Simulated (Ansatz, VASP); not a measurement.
# One calculation of WC, two programs

INCAR

```
PREC = Accurate
ENCUT = 520
EDIFF = 1E-7
ISMEAR = 0
SIGMA = 0.15
LREAL = False
LASPH = True
NELM = 100
ALGO = Normal
ISIF = 2
LWAVE = False
LCHARG = False
GGA = PS
NBANDS = 16
```

File KPOINTS:

```
Automatic mesh
0
Gamma
  6 6 6
```

Contents of POSCAR:

```
WC
1.0
    2.9005014360      0.0000000000      0.0000000000
   -1.4502507180      2.5119079273      0.0000000000
    0.0000000000      0.0000000000      2.8290000000
W C
1 1
Direct
    0.0000000000      0.0000000000     -0.1590668081
    0.6666666667      0.3333333333      0.5000000000
```

Input for Ansatz:

```yaml
crystal:
  lattice:
    - [2.900501436, 0.0, 0.0]
    - [-1.450250718, 2.5119079273, 0.0]
    - [0.0, 0.0, 2.829]
  atoms:
    - { symbol: W, position: [0.0, 0.0, -0.1590668081] }
    - { symbol: C, position: [0.6666666667, 0.3333333333, 0.5] }
basis:
  ecutwfc: 420
kpoints:
  mp_grid: { grid: [6, 6, 6] }
hamiltonian:
  xc: pbesol
scf:
  occupations: { method: gaussian, width: 0.15 }
output:
  forces: true
  stress: true
  eigenvalues: true
```

Alike in both runs: task single point; functional PBEsol; k mesh 6 × 6 × 6; occupations gaussian, width 0.15 eV; no spin polarisation.

```csv
,VASP,Ansatz
version,VASP 6.6.1,Ansatz 0.2.0
potentials or method,"VASP PAW PBE potentials, release 64 (W_sv, C), cutoff 520 eV","scalar-relativistic, plane waves, PAW"
valence electrons in the cell,18,18
```

Ansatz gave:

```
gap on the k mesh at the Fermi level (eV) : none
rms of the force components (eV/Å)        : 4.375
```

What did VASP give for the same quantities?

gap on the k mesh at the Fermi level (eV): none; rms of the force components (eV/Å): 4.424.

VASP's potentials were made for PBE, not for PBEsol. Atom by atom the forces differ by 0.049 eV/Å (rms over components). A gap of «none» marks a metal or a gap that the smearing closes. With one functional, cell and mesh, what is left measures potentials, basis and numerics.

The k mesh is coarse, so the values compare programs but aren't converged. Neither program's run includes spin-orbit coupling.
